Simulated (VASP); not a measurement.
Crystal: Zr2N.

```
Zr N
1.0
     5.41300    0.00000    0.00000
     0.00000    5.41300    0.00000
     0.00000    0.00000    3.30779
Zr N
4 2
Direct
  0.29613 0.29613 0.00000
  0.70387 0.70387 0.00000
  0.79613 0.20387 0.50000
  0.20387 0.79613 0.50000
  0.00000 0.00000 0.00000
  0.50000 0.50000 0.50000
```

| Property | Result |
| --- | --- |
| Program | VASP 6.6.1 |
| Task | relaxation of cell and atoms |
| Functional | r2SCAN |
| Potentials or basis | VASP PAW PBE potentials, release 64 (Zr_sv, N) |
| Cutoff | 600 eV |
| k mesh | 1 × 1 × 1 |
| Occupations | gaussian, width 0.1 eV |
| Spin | no spin polarisation |

At the start: pressure 10.1 GPa; volume 16.15 Å³/atom.

Q: How do energy, volume and symmetry change on relaxing?

A: Over 18 steps the energy falls by 457.3 meV/atom and the volume is 15.18 Å³/atom (-6.0 %); space group P4_2/mnm (No. 136, to 0.05 Å).

The path:
```
step  energy change (eV)  largest force (eV/Å)  pressure (GPa)  volume (Å³)
   1              0.0000                0.0023           10.13        96.92
   2             -0.2677                0.4011          -15.23       111.67
   3             -0.4951                0.3047           -7.10       105.31
   4             -1.6845                0.2012          -10.30       104.38
   5              1.2992                0.7415            2.33        96.62
   6             -1.6582                1.4033          -17.54       103.59
   7             -1.6453                1.3724          -12.17       100.69
   8             -2.0182                1.5411          -16.72       102.51
   9             -2.2494                0.6989           -8.52        97.29
  10             -2.2643                0.9329          -10.38        98.33
  11             -2.5547                0.4284           -7.05        95.76
  12             -2.7273                0.2222           -1.96        92.59
  13             -2.7331                0.3734           -0.62        91.87
  14             -2.7330                0.3468           -0.88        92.00
  15             -2.7389                0.2293           -0.65        91.72
  16             -2.7437                0.0210           -0.14        91.15
  17             -2.7437                0.0140           -0.13        91.17
  18             -2.7437                0.0017           -0.03        91.11
```

Final structure:
```
Zr N
1.0
     4.84438    0.00000    0.00000
     0.00000    4.84438    0.00000
     0.00000    0.00000    3.88214
Zr N
4 2
Cartesian
  1.4073 1.4073 0.0000
  3.4370 3.4370 0.0000
  3.8295 1.0149 1.9411
  1.0149 3.8295 1.9411
  0.0000 0.0000 0.0000
  2.4222 2.4222 1.9411
```

Caveat: the k points lie up to 1.62 Å⁻¹ apart in the final cell; the PAW data sets were made with another functional, which shifts forces and pressure a little.
